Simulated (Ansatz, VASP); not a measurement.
# One calculation of Pd, two programs

File INCAR:

```
SYSTEM = Pd
PREC = Accurate
ENCUT = 520
EDIFF = 1E-6
ISMEAR = 0
SIGMA = 0.05
LREAL = .FALSE.
LASPH = .TRUE.
NELM = 100
ALGO = Normal
ISIF = 2
LWAVE = .FALSE.
LCHARG = .TRUE.
GGA = PS
LELF = .TRUE.
LVHAR = .TRUE.
NBANDS = 11
```

Contents of KPOINTS:

```
Automatic mesh
0
G
  18 18 18
  0 0 0
```

The input POSCAR:

```
Pd
1.0
    0.0000000000      1.9371466292      1.9371466292
    1.9371466292      0.0000000000      1.9371466292
    1.9371466292      1.9371466292      0.0000000000
Pd
1
Direct
    0.0000000000      0.0000000000      0.0000000000
```

Input for Ansatz:

```yaml
crystal:
  lattice:
    - [0.0, 1.9371466292, 1.9371466292]
    - [1.9371466292, 0.0, 1.9371466292]
    - [1.9371466292, 1.9371466292, 0.0]
  atoms:
    - { symbol: Pd, position: [0.0, 0.0, 0.0] }
basis:
  ecutwfc: 600
  ecutrho_ratio: 5
kpoints:
  mp_grid: { grid: [18, 18, 18] }
  band_path:
    path:
      - [[0.0, 0.0, 0.0], [0.5, 0.0, 0.5], [0.625, 0.25, 0.625]]
      - [[0.375, 0.375, 0.75], [0.0, 0.0, 0.0], [0.5, 0.5, 0.5], [0.5, 0.25, 0.75], [0.5, 0.0, 0.5]]
    npoints: 14
hamiltonian:
  xc: pbesol
scf:
  occupations: { method: gaussian, width: 0.05 }
output:
  forces: true
  stress: true
  eigenvalues: true
  populations: true
  dos: { projected: true, de: 0.02, nscf_kmesh: { grid: [27, 27, 27] } }
  bader: true
```

Alike in both runs: task single point; functional PBEsol; k mesh 18 × 18 × 18; occupations gaussian, width 0.05 eV; no spin polarisation.

```csv
,VASP,Ansatz
version,VASP 6.6.1,Ansatz 0.2.0
potentials or method,"VASP PAW PBE potentials, release 64 (Pd), cutoff 520 eV","scalar-relativistic, plane waves, PAW"
valence electrons in the cell,10,18
```

|  | VASP | Ansatz | Ansatz less VASP |
| --- | --- | --- | --- |
| pressure (GPa) | -0.3 | 0.0 | +0.29 |

VASP's potentials were made for PBE, not for PBEsol. VASP's potentials hold 10 valence electrons a cell and Ansatz's 18, so a difference there can come from the potentials and not from the codes.
